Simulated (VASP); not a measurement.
# NbP (I4_1md) in VASP: further runs

Runs on NbP. Level: PBE. Tasks: single point.

Everything below comes from runs of VASP 6.6.1. Logs are shortened: lines on timing, memory, paths and dates and some standing lists are left out, and cuts for length are marked.

## Step 1: The cell of the first run

It takes space group I4_1md (No. 109, tetragonal). The conventional cell has a = 3.347 Å, b = 3.347 Å, c = 11.428 Å, α = 90.00°, β = 90.00°, γ = 90.00°. Within 3.4 Å of Nb (site symmetry 2mm) lie 6 P at 2.54 to 2.55 Å and 8 Nb at 3.31 to 3.35 Å. P (site symmetry 2mm) has 6 Nb at 2.54 to 2.55 Å and 8 P at 3.31 to 3.35 Å within 3.4 Å.

## Step 2: Single point, PBE

INCAR

```
PREC = Accurate
ENCUT = 520
EDIFF = 1E-6
ISMEAR = -1
SIGMA = 0.05
LREAL = F
LASPH = T
NELM = 100
ALGO = Normal
ISIF = 2
LWAVE = F
LCHARG = F
GGA = PE
NBANDS = 26
```

KPOINTS

```
Automatic mesh
0
Gamma
  11 11 11
```

POSCAR

```
NbP
1.0
   -1.6732736131      1.6732736131      5.7138674063
    1.6732736131     -1.6732736131      5.7138674063
    1.6732736131      1.6732736131     -5.7138674063
Nb P
2 2
Direct
    0.2500340243      0.7500340243      0.5000000000
    0.5000340243      0.5000340243      0.0000000000
    0.8325945457      0.3325945457      0.5000000000
    0.0825945457      0.0825945457      0.0000000000
```

Potentials or basis: VASP PAW PBE potentials, release 64 (Nb_sv, P).

Command:

```console
cat potpaw_PBE.64/Nb_sv/POTCAR potpaw_PBE.64/P/POTCAR > POTCAR
mpirun -np 1 vasp_std > vasp.out
```

OUTCAR:

```text
PREC = Accurate
   ENCUT = 520
   EDIFF = 1E-6
   ISMEAR = -1
   LREAL = F
   LASPH = T
   NELM = 100
   ISIF = 2
   GGA = PE

 ion  position               nearest neighbor table
   1  0.250  0.750  0.500-   4 2.54   4 2.54   3 2.55   3 2.55   3 2.55   3 2.55
   2  0.500  0.500  0.000-   3 2.54   3 2.54   4 2.55   4 2.55   4 2.55   4 2.55
   3  0.833  0.333  0.500-   2 2.54   2 2.54   1 2.55   1 2.55   1 2.55   1 2.55
   4  0.083  0.083  0.000-   1 2.54   1 2.54   2 2.55   2 2.55   2 2.55   2 2.55

  LATTYP: Found a body centered tetragonal cell.
 ALAT       =     3.3465472262
 C/A-ratio  =     3.4147836681

  Lattice vectors:

 A1 = (  -1.6732736131,   1.6732736131,   5.7138674063)
 A2 = (   1.6732736131,  -1.6732736131,   5.7138674063)
 A3 = (   1.6732736131,   1.6732736131,  -5.7138674063)

Analysis of symmetry for initial positions (statically):
=====================================================================
 Subroutine PRICEL returns:
 Original cell was already a primitive cell.

 Routine SETGRP: Setting up the symmetry group for a
 body centered tetragonal supercell.

 Subroutine GETGRP returns: Found  8 space group operations
 (whereof  4 operations were pure point group operations)
 out of a pool of 16 trial point group operations.

The static configuration has the point symmetry C_2v.
 The point group associated with its full space group is C_4v.

Analysis of symmetry for dynamics (positions and initial velocities):
=====================================================================
 Subroutine PRICEL returns:
 Original cell was already a primitive cell.

 Routine SETGRP: Setting up the symmetry group for a
 body centered tetragonal supercell.

 Subroutine GETGRP returns: Found  8 space group operations
 (whereof  4 operations were pure point group operations)
 out of a pool of 16 trial point group operations.

The dynamic configuration has the point symmetry C_2v.
 The point group associated with its full space group is C_4v.

 Subroutine INISYM returns: Found  8 space group operations
 (whereof  4 operations are pure point group operations),
 and found     1 'primitive' translations

----------------------------------------------------------------------------------------

                                     Primitive cell

  volume of cell :      63.9918

  direct lattice vectors                    reciprocal lattice vectors
    -1.673273613  1.673273613  5.713867406     0.000000000  0.298815445  0.087506406
     1.673273613 -1.673273613  5.713867406     0.298815445  0.000000000  0.087506406
     1.673273613  1.673273613 -5.713867406     0.298815445  0.298815445  0.000000000

  length of vectors
     6.184494313  6.184494313  6.184494313     0.311364804  0.311364804  0.422588856

  position of ions in fractional coordinates (direct lattice)
     0.250034024  0.750034024  0.500000000
     0.500034024  0.500034024  0.000000000
     0.832594546  0.332594546  0.500000000
     0.082594546  0.082594546  0.000000000

  ion indices of the primitive-cell ions
   primitive index   ion index
                 1           1
                 2           2
                 3           3
                 4           4

----------------------------------------------------------------------------------------

 KPOINTS: Automatic mesh

Automatic generation of k-mesh.
 Grid dimensions read from file:
 generate k-points for:   11   11   11

 Generating k-lattice:

  Cartesian coordinates                     Fractional coordinates (reciprocal lattice)
     0.000000000  0.027165040  0.007955128     0.090909091  0.000000000  0.000000000
     0.027165040  0.000000000  0.007955128     0.000000000  0.090909091  0.000000000
     0.027165040  0.027165040  0.000000000     0.000000000  0.000000000  0.090909091

  Length of vectors
     0.028305891  0.028305891  0.038417169

  Shift w.r.t. Gamma in fractional coordinates (k-lattice)
     0.000000000  0.000000000  0.000000000

 Subroutine IBZKPT returns following result:
 ===========================================

 Found    126 irreducible k-points:

 Following reciprocal coordinates:
            Coordinates               Weight
  0.000000  0.000000  0.000000      1.000000
  0.090909  0.000000 -0.000000      8.000000
  0.181818  0.000000 -0.000000      8.000000
  0.272727  0.000000 -0.000000      8.000000
  0.363636  0.000000 -0.000000      8.000000
  0.454545  0.000000 -0.000000      8.000000
[... 16 lines left out ...]
 -0.272727  0.181818  0.000000     16.000000
 -0.181818  0.181818  0.000000      4.000000
 [... further k-points ...]
   k-points           NKPTS =    126   k-points in BZ     NKDIM =    126   number of bands    NBANDS=     26
   number of dos      NEDOS =    301   number of ions     NIONS =      4
   total plane-waves  NPLWV = 110592
   dimension x,y,z NGX =    48 NGY =   48 NGZ =   48
   dimension x,y,z NGXF=    96 NGYF=   96 NGZF=   96
   ions per type =               2   2
   NGX,Y,Z   is equivalent  to a cutoff of  12.90, 12.90, 12.90 a.u.
   NGXF,Y,Z  is equivalent  to a cutoff of  25.81, 25.81, 25.81 a.u.
 SYSTEM =  unknown system
   PREC   = accura    normal or accurate (medium, high low for compatibility)
   ISTART =      0    job   : 0-new  1-cont  2-samecut
   ICHARG =      2    charge: 1-file 2-atom 10-const
   ISPIN  =      1    spin polarized calculation?
   LNONCOLLINEAR =      F non collinear calculations
   LSORBIT =      F    spin-orbit coupling
   LASPH  =      T    aspherical Exc in radial PAW
   ENCUT  =  520.0 eV  38.22 Ry    6.18 a.u.  11.50 11.50 11.50*2*pi/ulx,y,z
   NELM   =    100;   NELMIN=  2; NELMDL= -5     # of ELM steps
   EDIFF  = 0.1E-05   stopping-criterion for ELM
   LREAL  =      F    real-space projection
   EDIFFG = 0.1E-04   stopping-criterion for IOM
   NSW    =      0    number of steps for IOM
   IBRION =     -1    ionic relax: 0-MD 1-quasi-New 2-CG
   NFREE  =      0    steps in history (QN), initial steepest desc. (CG)
   ISIF   =      2    stress and relaxation
   ISYM   =      2    0-nonsym 1-usesym 2-fastsym
   POTIM  = 0.5000    time-step for ionic-motion
   TEBEG  =    0.0;   TEEND  =   0.0 temperature during run
   PSTRESS=    0.0 pullay stress
   NELECT =      36.0000    total number of electrons
   NUPDOWN=      -1.0000    fix difference up-down
   EMIN   =  10.00;   EMAX   =-10.00  energy-range for DOS
   EFERMI =   0.00;   METHOD = LEGACY
   ISMEAR =    -1;   SIGMA  =   0.05  broadening in eV -4-tet -1-fermi 0-gaus
   EFERMI_NEDOS =   21; number of points for ismear=-14 and -15
   IALGO  =     38    algorithm
   IMIX   =      4    mixing-type and parameters
     AMIX     =   0.40;   BMIX     =  1.00
     AMIX_MAG =   1.60;   BMIX_MAG =  1.00
  volume/ion in A,a.u.               =      16.00       107.96
  Fermi-wavevector in a.u.,A,eV,Ry     =   1.351453  2.553876 24.850027  1.826425
  Thomas-Fermi vector in A             =   2.478874
   LORBIT       =      0    0 simple, 1 ext, 2 COOP (PROOUT), +10 PAW based schemes
   GGA     = PE    functional components
   LHFCALC =     F    Hartree Fock is set to
   AEXX    =    0.0000 exact exchange contribution
   IVDW    =     0    specifies the selected vdW correction
   LEPSILON=     F    determine dielectric tensor
   LRPA    =     F    only Hartree local field effects (RPA)
 non-spin polarized calculation
  energy-cutoff  :      520.00
  volume of cell :       63.99
 maximum number of plane-waves:      1741
 NGX is ok and might be reduce to    48
   NGX = 23   NGY = 23   NGZ = 23

 number of electron      36.0000000 magnetization

 Free energy of the ion-electron system (eV)
  ---------------------------------------------------
  ext. energy  EPLUGINS =         0.00000000
  ---------------------------------------------------
  free energy    TOTEN  =       -35.31836042 eV

  energy without entropy =      -35.31291359  energy(sigma->0) =      -35.31563701

 E-fermi :  10.6478     XC(G=0): -12.0209

 val. band max:       10.6455115870   @ k =  -0.0909   0.4545   0.0909
 cond. band min:      10.6872690947   @ k =  -0.0909  -0.4545   0.0909
 fundamental gap:      0.0417575077
 Fermi energy:        10.6477554785

 k-point     1 :       0.0000    0.0000    0.0000
  band No.  band energies     occupation
      1     -44.2842      2.00000
      2     -44.2455      2.00000
      3     -20.5522      2.00000
      4     -20.3487      2.00000
      5     -20.3487      2.00000
      6     -20.2045      2.00000
[... 18 lines left out ...]
     25      14.7327      0.00000
     26      14.7327      0.00000

 k-point     2 :       0.0909    0.0000   -0.0000
  band No.  band energies     occupation
      1     -44.2822      2.00000
      2     -44.2447      2.00000
      3     -20.5445      2.00000
      4     -20.3709      2.00000
      5     -20.3470      2.00000
      6     -20.2267      2.00000
[... 18 lines left out ...]
     25      14.7660      0.00000
     26      15.1248      0.00000

 k-point     3 :       0.1818    0.0000   -0.0000
  band No.  band energies     occupation
      1     -44.2767      2.00000
      2     -44.2428      2.00000
      3     -20.5270      2.00000
      4     -20.4261      2.00000
      5     -20.3422      2.00000
      6     -20.2814      2.00000
[... 18 lines left out ...]
     25      15.1839      0.00000
     26      15.9555      0.00000

 k-point     4 :       0.2727    0.0000   -0.0000
  band No.  band energies     occupation
      1     -44.2693      2.00000
      2     -44.2405      2.00000
      3     -20.5388      2.00000
      4     -20.4633      2.00000
      5     -20.3461      2.00000
      6     -20.3360      2.00000
[... 18 lines left out ...]
     25      15.4181      0.00000
     26      16.7051      0.00000

 k-point     5 :       0.3636    0.0000   -0.0000
  band No.  band energies     occupation
      1     -44.2621      2.00000
      2     -44.2388      2.00000
      3     -20.5980      2.00000
      4     -20.4626      2.00000
      5     -20.3842      2.00000
      6     -20.3302      2.00000
[... 18 lines left out ...]
     25      15.1262      0.00000
     26      16.9975      0.00000

 k-point     6 :       0.4545    0.0000   -0.0000
  band No.  band energies     occupation
      1     -44.2574      2.00000
      2     -44.2381      2.00000
      3     -20.6380      2.00000
      4     -20.4798      2.00000
      5     -20.3793      2.00000
      6     -20.3268      2.00000
[... 427 lines left out ...]
 k-point    21 :      -0.4545    0.1818    0.0000
  band No.  band energies     occupation
      1     -44.2517      2.00000
      2     -44.2340      2.00000
      3     -20.6240      2.00000
      4     -20.4666      2.00000
      5     -20.4100      2.00000
      6     -20.3650      2.00000
[... 18 lines left out ...]
     25      15.0866      0.00000
     26      16.8869      0.00000

 k-point    22 :      -0.3636    0.1818    0.0000
  band No.  band energies     occupation
      1     -44.2569      2.00000
      2     -44.2340      2.00000
      3     -20.5845      2.00000
      4     -20.4557      2.00000
      5     -20.4050      2.00000
      6     -20.3771      2.00000
[... 18 lines left out ...]
     25      15.2868      0.00000
     26      16.9130      0.00000

 k-point    23 :      -0.2727    0.1818    0.0000
  band No.  band energies     occupation
      1     -44.2640      2.00000
      2     -44.2358      2.00000
      3     -20.5267      2.00000
      4     -20.4623      2.00000
      5     -20.4035      2.00000
      6     -20.3400      2.00000
[... 18 lines left out ...]
     25      15.3472      0.00000
     26      16.4783      0.00000

 k-point    24 :      -0.1818    0.1818    0.0000
  band No.  band energies     occupation
      1     -44.2708      2.00000
      2     -44.2386      2.00000
      3     -20.5150      2.00000
      4     -20.4299      2.00000
      5     -20.4045      2.00000
      6     -20.2809      2.00000
[... 18 lines left out ...]
     25      14.8429      0.00000
     26      16.0730      0.00000

 [... further k-points ...]

------------------------ aborting loop because EDIFF is reached ----------------------------------------

  FORCE on cell =-STRESS in cart. coord.  units (eV):
  Direction    XX          YY          ZZ          XY          YZ          ZX
  --------------------------------------------------------------------------------------
  -------------------------------------------------------------------------------------
  Total       -0.1272680     -0.1272680     -0.1215437      0.0000000      0.0000000      0.0000000
  in kB       -3.1864395     -3.1864395     -3.0431191      0.0000000      0.0000000      0.0000000
  external PRESSURE =      -3.1386661 kB  Pullay stress =       0.0000000 kB

 VOLUME and BASIS-vectors are now :
 -----------------------------------------------------------------------------
  energy-cutoff  :      520.00
  volume of cell :       63.99
      direct lattice vectors                 reciprocal lattice vectors
    -1.673273613  1.673273613  5.713867406     0.000000000  0.298815445  0.087506406
     1.673273613 -1.673273613  5.713867406     0.298815445  0.000000000  0.087506406
     1.673273613  1.673273613 -5.713867406     0.298815445  0.298815445  0.000000000

 POSITION                                       TOTAL-FORCE (eV/Angst)
 -----------------------------------------------------------------------------------
      1.67327      0.00000      2.85732        -0.000000     -0.000000     -0.000884
      0.00000      0.00000      5.71426        -0.000000     -0.000000     -0.000884
      0.00000      1.67327      3.80080         0.000000      0.000000      0.000884
      0.00000      0.00000      0.94387        -0.000000     -0.000000      0.000884
 -----------------------------------------------------------------------------------
    total drift:                                0.000000      0.000000      0.000207

  FREE ENERGIE OF THE ION-ELECTRON SYSTEM (eV)
  ---------------------------------------------------
  free  energy   TOTEN  =       -35.3183604218 eV

  energy  without entropy=      -35.3129135947  energy(sigma->0) =      -35.31563701
```

Run time: 6.2 min. Hardware: 1 thread of Intel Xeon Platinum 8375C at 2.90GHz (Ice Lake), shared host; peak memory 0.43 GiB.

Results:

```yaml
Free_energy: -35.3184 eV
Pressure: -0.3 GPa
```

## Step 3: Single point, PBE

INCAR

```
SYSTEM = NbP
PREC     = Accurate       ! precision mode
ENCUT    = 520            ! plane-wave cutoff, eV
EDIFF    = 1E-6           ! SCF threshold, eV
ISMEAR   = -1             ! smearing method
SIGMA    = 0.05           ! smearing width, eV
LREAL    = .FALSE.        ! projectors in reciprocal space
LASPH    = .TRUE.         ! aspherical terms in the spheres
NELM     = 100            ! most SCF steps
ALGO     = Normal         ! electronic algorithm
ISIF     = 2              ! what is computed and relaxed
LWAVE    = .FALSE.        ! write WAVECAR
LCHARG   = .FALSE.        ! write CHGCAR
GGA      = PE             ! functional
NBANDS   = 26             ! bands
```

KPOINTS

```
regular mesh
0
G
  11 11 11
  0 0 0
```

POSCAR

```
NbP
1.0
   -1.6736441871      1.6736441871      5.7148809569
    1.6736441871     -1.6736441871      5.7148809569
    1.6736441871      1.6736441871     -5.7148809569
Nb P
2 2
Direct
    0.2500371579      0.7500371579      0.5000000000
    0.5000371579      0.5000371579      0.0000000000
    0.8325914121      0.3325914121      0.5000000000
    0.0825914121      0.0825914121      0.0000000000
```

Potentials or basis: VASP PAW PBE potentials, release 64 (Nb_sv, P).

Command:

```console
cat potpaw_PBE.64/Nb_sv/POTCAR potpaw_PBE.64/P/POTCAR > POTCAR
mpirun -np 1 vasp_std > vasp.out
```

It took 6 min on 1 thread of Intel Xeon Platinum 8375C at 2.90GHz (Ice Lake), shared host; peak memory 0.43 GiB.

It converged, with:

- Free energy: -35.3183 eV
- Pressure: -0.4 GPa

Levels at points of the mesh, in eV from the Fermi level:
```csv
k point,band 15,band 16,band 17,band 18,band 19,band 20,band 21,band 22
"(0.00, 0.00, 0.00)",-2.14,-1.70,-1.36,-1.36,0.82,1.60,2.68,3.14
```

(Part 1 of 2 ends here.)
